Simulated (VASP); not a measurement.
Write the native input for VASP 6.6.1 that does the following.

```yaml
Task: single point
Functional: PBE
Potentials_or_basis: VASP PAW PBE potentials, release 64 (Cs_sv, Y_sv, Pt, Se)
Cutoff: 520 eV
k_mesh: 4 × 4 × 2
Occupations: gaussian, width 0.1 eV
Spin: no spin polarisation
Dipole_correction: no
Further_INCAR_settings: ALGO = Normal; EDIFF = 1e-06; NBANDS = 42
```

The structure of CsYPt2Se4 lies in POSCAR:

```
CsYPt2Se4
1.0
    4.9400942035      0.0000000000      0.0000000000
    0.0000000000      4.9400942035      0.0000000000
    0.0000000000      0.0000000000      9.2968185619
Cs Y Pt Se
1 1 2 4
Direct
    0.5000000000      0.5000000000      0.0000000000
    0.5000000000      0.5000000000      0.5000000000
    0.0000000000      0.0000000000      0.7299698335
    0.0000000000      0.0000000000      0.2700301665
    0.5000000000      0.0000000000      0.6818033460
    0.0000000000      0.5000000000      0.6818033460
    0.5000000000      0.0000000000      0.3181966540
    0.0000000000      0.5000000000      0.3181966540
```

These files were run (other wordings do the same):

INCAR

```
ALGO = Normal
EDIFF = 1E-6
ENCUT = 520
GGA = PE
ISIF = 2
ISMEAR = 0
LASPH = T
LCHARG = F
LREAL = F
LWAVE = F
NBANDS = 42
NELM = 60
PREC = Accurate
SIGMA = 0.1
```

KPOINTS

```
k-points
0
Gamma
  4 4 2
```

Potentials or basis: VASP PAW PBE potentials, release 64 (Cs_sv, Y_sv, Pt, Se).

Command:

```sh
$ cat potpaw_PBE.64/Cs_sv/POTCAR potpaw_PBE.64/Y_sv/POTCAR potpaw_PBE.64/Pt/POTCAR potpaw_PBE.64/Se/POTCAR > POTCAR
$ mpirun -np 1 vasp_std > vasp.out
```

Results of the run:

```yaml
Pressure: 0.1 GPa
Largest_force: 0.015 eV/Å
Band_gap_on_the_k_mesh: zero (bands 32 and 33 overlap by 0.73 eV)
```

Caveat: spin-orbit coupling is left out, which moves the levels of the heavy elements.

Run time: 2.4 min on 1 thread of AMD EPYC 9R14 (Zen 4) (shared host), peak memory 0.38 GiB.
